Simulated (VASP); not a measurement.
# Lu (Fd-3m) in VASP: notebook

The runs below take Lu through single point, with r2SCAN.

All numbers are computed with VASP 6.6.1; they aren't measurements. Logs are shortened: lines on timing, memory, paths and dates and some standing lists are left out, and cuts for length are marked.

## 1. The cell of the first run

It takes space group Fd-3m (No. 227, cubic). The conventional cell has a = 7.365 Å, b = 7.365 Å, c = 7.365 Å, α = 90.00°, β = 90.00°, γ = 90.00°. Lu (site symmetry -43m) has 4 Lu at 3.19 Å within 4.2 Å.

This isn't the form of Lu at room conditions, which is hcp.

## 2. Single point, r2SCAN

Contents of POSCAR:

```
Lu
1.0
    0.0000000000      3.6826820640      3.6826820640
    3.6826820640      0.0000000000      3.6826820640
    3.6826820640      3.6826820640      0.0000000000
Lu
2
Direct
    0.1250000000      0.1250000000      0.1250000000
    0.8750000000      0.8750000000      0.8750000000
```

Contents of INCAR.step1:

```
PREC = Accurate
ENCUT = 520
ISMEAR = -1
SIGMA = 0.1
LREAL = F
LASPH = T
NELM = 80
NBANDS = 32
GGA = PE
ALGO = Normal
EDIFF = 1E-4
LWAVE = T
LCHARG = F
```

Contents of INCAR.step2:

```
PREC = Accurate
ENCUT = 520
EDIFF = 1E-6
ISMEAR = -1
SIGMA = 0.1
LREAL = F
LASPH = T
NELM = 80
ALGO = Normal
ISIF = 2
LWAVE = F
LCHARG = F
METAGGA = R2SCAN
LMIXTAU = T
NBANDS = 32
ISTART = 1
```

Contents of KPOINTS:

```
Automatic mesh
0
Gamma
  8 8 8
```

Potentials or basis: VASP PAW PBE potentials, release 64 (Lu).

Launch:

```sh
$ cat potpaw_PBE.64/Lu/POTCAR > POTCAR
$ cp INCAR.step1 INCAR
$ mpirun -np 1 vasp_std > vasp.out
$ cp INCAR.step2 INCAR
$ mpirun -np 1 vasp_std > vasp.out
```

OUTCAR:

```text
PREC = Accurate
   ENCUT = 520
   EDIFF = 1E-6
   ISMEAR = -1
   LREAL = F
   LASPH = T
   NELM = 80
   ISIF = 2
   METAGGA = R2SCAN
   ISTART = 1

 ion  position               nearest neighbor table
   1  0.125  0.125  0.125-   2 3.19   2 3.19   2 3.19   2 3.19
   2  0.875  0.875  0.875-   1 3.19   1 3.19   1 3.19   1 3.19

  LATTYP: Found a face centered cubic cell.
 ALAT       =     7.3653641280

  Lattice vectors:

 A1 = (   0.0000000000,   3.6826820640,   3.6826820640)
 A2 = (   3.6826820640,   0.0000000000,   3.6826820640)
 A3 = (   3.6826820640,   3.6826820640,   0.0000000000)

Analysis of symmetry for initial positions (statically):
=====================================================================
 Subroutine PRICEL returns:
 Original cell was already a primitive cell.

 Routine SETGRP: Setting up the symmetry group for a
 face centered cubic supercell.

 Subroutine GETGRP returns: Found 48 space group operations
 (whereof 12 operations were pure point group operations)
 out of a pool of 48 trial point group operations.

The static configuration has the point symmetry D_3d.
 The point group associated with its full space group is O_h .

Analysis of symmetry for dynamics (positions and initial velocities):
=====================================================================
 Subroutine PRICEL returns:
 Original cell was already a primitive cell.

 Routine SETGRP: Setting up the symmetry group for a
 face centered cubic supercell.

 Subroutine GETGRP returns: Found 48 space group operations
 (whereof 12 operations were pure point group operations)
 out of a pool of 48 trial point group operations.

The dynamic configuration has the point symmetry D_3d.
 The point group associated with its full space group is O_h .

 Subroutine INISYM returns: Found 48 space group operations
 (whereof 12 operations are pure point group operations),
 and found     1 'primitive' translations

----------------------------------------------------------------------------------------

                                     Primitive cell

  volume of cell :      99.8902

  direct lattice vectors                    reciprocal lattice vectors
     0.000000000  3.682682064  3.682682064    -0.135770613  0.135770613  0.135770613
     3.682682064  0.000000000  3.682682064     0.135770613 -0.135770613  0.135770613
     3.682682064  3.682682064  0.000000000     0.135770613  0.135770613 -0.135770613

  length of vectors
     5.208098921  5.208098921  5.208098921     0.235161599  0.235161599  0.235161599

  position of ions in fractional coordinates (direct lattice)
     0.125000000  0.125000000  0.125000000
     0.875000000  0.875000000  0.875000000

  ion indices of the primitive-cell ions
   primitive index   ion index
                 1           1
                 2           2

----------------------------------------------------------------------------------------

 KPOINTS: Automatic mesh

Automatic generation of k-mesh.
 Grid dimensions read from file:
 generate k-points for:    8    8    8

 Generating k-lattice:

  Cartesian coordinates                     Fractional coordinates (reciprocal lattice)
    -0.016971327  0.016971327  0.016971327     0.125000000  0.000000000  0.000000000
     0.016971327 -0.016971327  0.016971327     0.000000000  0.125000000  0.000000000
     0.016971327  0.016971327 -0.016971327     0.000000000  0.000000000  0.125000000

  Length of vectors
     0.029395200  0.029395200  0.029395200

  Shift w.r.t. Gamma in fractional coordinates (k-lattice)
     0.000000000  0.000000000  0.000000000

 Subroutine IBZKPT returns following result:
 ===========================================

 Found     29 irreducible k-points:

 Following reciprocal coordinates:
            Coordinates               Weight
  0.000000  0.000000  0.000000      1.000000
  0.125000  0.000000  0.000000      8.000000
  0.250000  0.000000  0.000000      8.000000
  0.375000  0.000000  0.000000      8.000000
  0.500000  0.000000  0.000000      4.000000
  0.125000  0.125000  0.000000      6.000000
[... 16 lines left out ...]
  0.500000  0.250000  0.125000     48.000000
 -0.375000  0.250000  0.125000     24.000000
 [... further k-points ...]
   k-points           NKPTS =     29   k-points in BZ     NKDIM =     29   number of bands    NBANDS=     32
   number of dos      NEDOS =    301   number of ions     NIONS =      2
   total plane-waves  NPLWV =  64000
   dimension x,y,z NGX =    40 NGY =   40 NGZ =   40
   dimension x,y,z NGXF=    80 NGYF=   80 NGZF=   80
   ions per type =               2
   NGX,Y,Z   is equivalent  to a cutoff of  12.77, 12.77, 12.77 a.u.
   NGXF,Y,Z  is equivalent  to a cutoff of  25.54, 25.54, 25.54 a.u.
 SYSTEM =  unknown system
   PREC   = accura    normal or accurate (medium, high low for compatibility)
   ISTART =      1    job   : 0-new  1-cont  2-samecut
   ICHARG =      0    charge: 1-file 2-atom 10-const
   ISPIN  =      1    spin polarized calculation?
   LNONCOLLINEAR =      F non collinear calculations
   LSORBIT =      F    spin-orbit coupling
   LASPH  =      T    aspherical Exc in radial PAW
   ENCUT  =  520.0 eV  38.22 Ry    6.18 a.u.   9.68  9.68  9.68*2*pi/ulx,y,z
   NELM   =     80;   NELMIN=  2; NELMDL=  0     # of ELM steps
   EDIFF  = 0.1E-05   stopping-criterion for ELM
   LREAL  =      F    real-space projection
   EDIFFG = 0.1E-04   stopping-criterion for IOM
   NSW    =      0    number of steps for IOM
   IBRION =     -1    ionic relax: 0-MD 1-quasi-New 2-CG
   NFREE  =      0    steps in history (QN), initial steepest desc. (CG)
   ISIF   =      2    stress and relaxation
   ISYM   =      2    0-nonsym 1-usesym 2-fastsym
   POTIM  = 0.5000    time-step for ionic-motion
   TEBEG  =    0.0;   TEEND  =   0.0 temperature during run
   PSTRESS=    0.0 pullay stress
   NELECT =      50.0000    total number of electrons
   NUPDOWN=      -1.0000    fix difference up-down
   EMIN   =  10.00;   EMAX   =-10.00  energy-range for DOS
   EFERMI =   0.00;   METHOD = LEGACY
   ISMEAR =    -1;   SIGMA  =   0.10  broadening in eV -4-tet -1-fermi 0-gaus
   EFERMI_NEDOS =   21; number of points for ismear=-14 and -15
   IALGO  =     38    algorithm
   IMIX   =      4    mixing-type and parameters
     AMIX     =   0.40;   BMIX     =  1.00
     AMIX_MAG =   1.60;   BMIX_MAG =  1.00
  volume/ion in A,a.u.               =      49.95       337.05
  Fermi-wavevector in a.u.,A,eV,Ry     =   1.299842  2.456345 22.988261  1.689590
  Thomas-Fermi vector in A             =   2.431080
   LORBIT       =      0    0 simple, 1 ext, 2 COOP (PROOUT), +10 PAW based schemes
   METAGGA = R2SCAN    functional components
   LHFCALC =     F    Hartree Fock is set to
   AEXX    =    0.0000 exact exchange contribution
   IVDW    =     0    specifies the selected vdW correction
   LEPSILON=     F    determine dielectric tensor
   LRPA    =     F    only Hartree local field effects (RPA)
 non-spin polarized calculation
  energy-cutoff  :      520.00
  volume of cell :       99.89
 maximum number of plane-waves:      2733
   NGX = 19   NGY = 19   NGZ = 19

 number of electron      49.9999990 magnetization

 Free energy of the ion-electron system (eV)
  ---------------------------------------------------
  ext. energy  EPLUGINS =         0.00000000
  ---------------------------------------------------
  free energy    TOTEN  =       -71.75119229 eV

  energy without entropy =      -71.60589300  energy(sigma->0) =      -71.67854264

 E-fermi :   0.0523     XC(G=0):  -8.8226

 val. band max:        0.0428579926   @ k =   0.1250   0.1250   0.0000
 cond. band min:       0.0635426878   @ k =  -0.3750   0.2500   0.0000
 fundamental gap:      0.0206846951
 Fermi energy:         0.0523288326

 k-point     1 :       0.0000    0.0000    0.0000
  band No.  band energies     occupation
      1     -58.9878      2.00000
      2     -58.9279      2.00000
      3     -29.0815      2.00000
      4     -29.0814      2.00000
      5     -29.0814      2.00000
      6     -28.7925      2.00000
[... 24 lines left out ...]
     31       1.9980      0.00000
     32       5.2132      0.00000

 k-point     2 :       0.1250    0.0000    0.0000
  band No.  band energies     occupation
      1     -58.9861      2.00000
      2     -58.9296      2.00000
      3     -29.0861      2.00000
      4     -29.0860      2.00000
      5     -29.0799      2.00000
      6     -28.7948      2.00000
[... 24 lines left out ...]
     31       1.9957      0.00000
     32       5.1628      0.00000

 k-point     3 :       0.2500    0.0000    0.0000
  band No.  band energies     occupation
      1     -58.9816      2.00000
      2     -58.9342      2.00000
      3     -29.0966      2.00000
      4     -29.0965      2.00000
      5     -29.0761      2.00000
      6     -28.8008      2.00000
[... 24 lines left out ...]
     31       2.1052      0.00000
     32       4.9697      0.00000

 k-point     4 :       0.3750    0.0000    0.0000
  band No.  band energies     occupation
      1     -58.9759      2.00000
      2     -58.9399      2.00000
      3     -29.1065      2.00000
      4     -29.1064      2.00000
      5     -29.0723      2.00000
      6     -28.8067      2.00000
[... 24 lines left out ...]
     31       2.4534      0.00000
     32       4.6210      0.00000

 k-point     5 :       0.5000    0.0000    0.0000
  band No.  band energies     occupation
      1     -58.9729      2.00000
      2     -58.9429      2.00000
      3     -29.1104      2.00000
      4     -29.1103      2.00000
      5     -29.0707      2.00000
      6     -28.8091      2.00000
[... 584 lines left out ...]
     31       2.4733      0.00000
     32       2.4733      0.00000

 k-point    22 :       0.3750    0.2500    0.1250
  band No.  band energies     occupation
      1     -58.9775      2.00000
      2     -58.9383      2.00000
      3     -29.1197      2.00000
      4     -29.1086      2.00000
      5     -29.0438      2.00000
      6     -28.8340      2.00000
[... 24 lines left out ...]
     31       2.2521      0.00000
     32       4.1968      0.00000

 k-point    23 :       0.5000    0.2500    0.1250
  band No.  band energies     occupation
      1     -58.9717      2.00000
      2     -58.9441      2.00000
      3     -29.1323      2.00000
      4     -29.1173      2.00000
      5     -29.0260      2.00000
      6     -28.8528      2.00000
[... 24 lines left out ...]
     31       2.6939      0.00000
     32       3.7225      0.00000

 k-point    24 :      -0.3750    0.2500    0.1250
  band No.  band energies     occupation
      1     -58.9685      2.00000
      2     -58.9473      2.00000
      3     -29.1367      2.00000
      4     -29.1214      2.00000
      5     -29.0175      2.00000
      6     -28.8616      2.00000
[... 24 lines left out ...]
     31       2.7206      0.00000
     32       3.9067      0.00000

 [... further k-points ...]

------------------------ aborting loop because EDIFF is reached ----------------------------------------

  FORCE on cell =-STRESS in cart. coord.  units (eV):
  Direction    XX          YY          ZZ          XY          YZ          ZX
  --------------------------------------------------------------------------------------
  -------------------------------------------------------------------------------------
  Total        0.1864391      0.1864391      0.1864391     -0.0000000      0.0000000      0.0000000
  in kB        2.9903700      2.9903700      2.9903700     -0.0000000      0.0000000      0.0000000
  external PRESSURE =       2.9903700 kB  Pullay stress =       0.0000000 kB

 VOLUME and BASIS-vectors are now :
 -----------------------------------------------------------------------------
  energy-cutoff  :      520.00
  volume of cell :       99.89
      direct lattice vectors                 reciprocal lattice vectors
     0.000000000  3.682682064  3.682682064    -0.135770613  0.135770613  0.135770613
     3.682682064  0.000000000  3.682682064     0.135770613 -0.135770613  0.135770613
     3.682682064  3.682682064  0.000000000     0.135770613  0.135770613 -0.135770613

 POSITION                                       TOTAL-FORCE (eV/Angst)
 -----------------------------------------------------------------------------------
      0.92067      0.92067      0.92067         0.000000      0.000000      0.000000
      6.44469      6.44469      6.44469        -0.000000     -0.000000     -0.000000
 -----------------------------------------------------------------------------------
    total drift:                                0.000000      0.000000     -0.000000

  FREE ENERGIE OF THE ION-ELECTRON SYSTEM (eV)
  ---------------------------------------------------
  free  energy   TOTEN  =       -71.7511922881 eV

  energy  without entropy=      -71.6058929953  energy(sigma->0) =      -71.67854264
```

It took 6 min on 1 thread of Oxide Virtual Turin-like, shared host; peak memory 0.27 GiB.

What came out:

| Item | Value |
| --- | --- |
| Free energy | -71.7512 eV |
| Pressure | 0.3 GPa |
| Band gap on the k mesh | zero (bands 25 and 26 overlap by 1.15 eV) |

Levels at points of the mesh, in eV from the Fermi level:
| k point | band 22 | band 23 | band 24 | band 25 | band 26 | band 27 |
| --- | --- | --- | --- | --- | --- | --- |
| (0.00, 0.00, 0.00) | -6.14 | -4.77 | 0.42 | 0.42 | 0.44 | 0.44 |
| (0.50, 0.00, 0.00) | -6.15 | -3.04 | -1.17 | 0.31 | 0.31 | 0.32 |
| (0.50, 0.50, 0.00) | -6.16 | -1.62 | -1.62 | -0.57 | -0.57 | 0.86 |

Caveat: the PAW data sets were made with another functional, which shifts forces and pressure a little; spin-orbit coupling is left out, which moves the levels of the heavy elements.

## 3. Single point, r2SCAN (51.94 Å³/atom)

This run uses another cell than the first one, of 51.94 Å³/atom.

Contents of POSCAR:

```
Lu
1.0
    0.0000000000      3.7311439644      3.7311439644
    3.7311439644      0.0000000000      3.7311439644
    3.7311439644      3.7311439644      0.0000000000
Lu
2
Direct
    0.1250000000      0.1250000000      0.1250000000
    0.8750000000      0.8750000000      0.8750000000
```

Contents of INCAR.step1:

```
PREC     = Accurate       # precision mode
ENCUT    = 520            # plane-wave cutoff, eV
ISMEAR   = -1             # smearing method
SIGMA    = 0.1            # smearing width, eV
LREAL    = F              # projectors in reciprocal space
LASPH    = T              # aspherical terms in the spheres
NELM     = 100            # most SCF steps
NBANDS   = 32             # bands
GGA      = PE             # functional
ALGO     = Normal         # electronic algorithm
EDIFF    = 1E-4           # SCF threshold, eV
LWAVE    = T              # write WAVECAR
LCHARG   = F              # write CHGCAR
```

Contents of INCAR.step2:

```
PREC     = Accurate       # precision mode
ENCUT    = 520            # plane-wave cutoff, eV
EDIFF    = 1E-6           # SCF threshold, eV
ISMEAR   = -1             # smearing method
SIGMA    = 0.1            # smearing width, eV
LREAL    = F              # projectors in reciprocal space
LASPH    = T              # aspherical terms in the spheres
NELM     = 100            # most SCF steps
ALGO     = Normal         # electronic algorithm
ISIF     = 2              # what is computed and relaxed
LWAVE    = F              # write WAVECAR
LCHARG   = T              # write CHGCAR
METAGGA  = R2SCAN         # meta-GGA
LMIXTAU  = T            
LELF     = T              # ELF
LVHAR    = T            
NBANDS   = 32             # bands
ISTART   = 1
```

Contents of KPOINTS:

```
regular mesh
0
Gamma
  8 8 8
```

Potentials or basis: VASP PAW PBE potentials, release 64 (Lu).

Launch:

```sh
$ cat potpaw_PBE.64/Lu/POTCAR > POTCAR
$ cp INCAR.step1 INCAR
$ mpirun -np 1 vasp_std > vasp.out
$ cp INCAR.step2 INCAR
$ mpirun -np 1 vasp_std > vasp.out
```

OUTCAR:

```text
PREC = Accurate
   ENCUT = 520
   EDIFF = 1E-6
   ISMEAR = -1
   LREAL = F
   LASPH = T
   NELM = 100
   ISIF = 2
   METAGGA = R2SCAN
   ISTART = 1

 ion  position               nearest neighbor table
   1  0.125  0.125  0.125-   2 3.23   2 3.23   2 3.23   2 3.23
   2  0.875  0.875  0.875-   1 3.23   1 3.23   1 3.23   1 3.23

  LATTYP: Found a face centered cubic cell.
 ALAT       =     7.4622879288

  Lattice vectors:

 A1 = (   0.0000000000,   3.7311439644,   3.7311439644)
[... 1027 lines left out ...]
------------------------ aborting loop because EDIFF is reached ----------------------------------------

  FORCE on cell =-STRESS in cart. coord.  units (eV):
  Direction    XX          YY          ZZ          XY          YZ          ZX
  --------------------------------------------------------------------------------------
  -------------------------------------------------------------------------------------
  Total       -0.2591849     -0.2591849     -0.2591849      0.0000000      0.0000000     -0.0000000
  in kB       -3.9972769     -3.9972769     -3.9972769      0.0000000      0.0000000     -0.0000000
  external PRESSURE =      -3.9972769 kB  Pullay stress =       0.0000000 kB

 VOLUME and BASIS-vectors are now :
 -----------------------------------------------------------------------------
  energy-cutoff  :      520.00
  volume of cell :      103.89
      direct lattice vectors                 reciprocal lattice vectors
     0.000000000  3.731143964  3.731143964    -0.134007158  0.134007158  0.134007158
     3.731143964  0.000000000  3.731143964     0.134007158 -0.134007158  0.134007158
     3.731143964  3.731143964  0.000000000     0.134007158  0.134007158 -0.134007158

 POSITION                                       TOTAL-FORCE (eV/Angst)
 -----------------------------------------------------------------------------------
      0.93279      0.93279      0.93279        -0.000000     -0.000000     -0.000000
      6.52950      6.52950      6.52950         0.000000      0.000000      0.000000
 -----------------------------------------------------------------------------------
    total drift:                                0.000000      0.000000     -0.000000

  FREE ENERGIE OF THE ION-ELECTRON SYSTEM (eV)
  ---------------------------------------------------
  free  energy   TOTEN  =       -71.7487895313 eV

  energy  without entropy=      -71.5981059297  energy(sigma->0) =      -71.67344773
```

Wall time 7.2 min (1 thread of Oxide Virtual Turin-like, shared host); peak memory 0.27 GiB.

What came out:

| Quantity | Value |
| --- | --- |
| Free energy | -71.7488 eV |
| Pressure | -0.4 GPa |
| Band gap on the k mesh | zero (bands 25 and 26 overlap by 1.03 eV) |

Levels at points of the mesh, in eV from the Fermi level:
| k point | band 20 | band 21 | band 22 | band 23 | band 24 | band 25 | band 26 | band 27 | band 28 | band 29 |
| --- | --- | --- | --- | --- | --- | --- | --- | --- | --- | --- |
| (0.00, 0.00, 0.00) | -6.22 | -6.22 | -6.21 | -4.72 | 0.40 | 0.40 | 0.40 | 0.44 | 0.44 | 1.87 |
| (0.50, 0.00, 0.00) | -6.23 | -6.22 | -6.22 | -3.06 | -1.19 | 0.30 | 0.33 | 0.33 | 0.65 | 0.65 |
| (0.50, 0.50, 0.00) | -6.23 | -6.23 | -6.23 | -1.69 | -1.69 | -0.53 | -0.53 | 0.80 | 0.80 | 2.20 |

Caveat: the PAW data sets were made with another functional, which shifts forces and pressure a little; spin-orbit coupling is left out, which moves the levels of the heavy elements.

[end of part 1 of 2]

The gap in the log of VASP goes by the Fermi energy; the results here count the filled bands.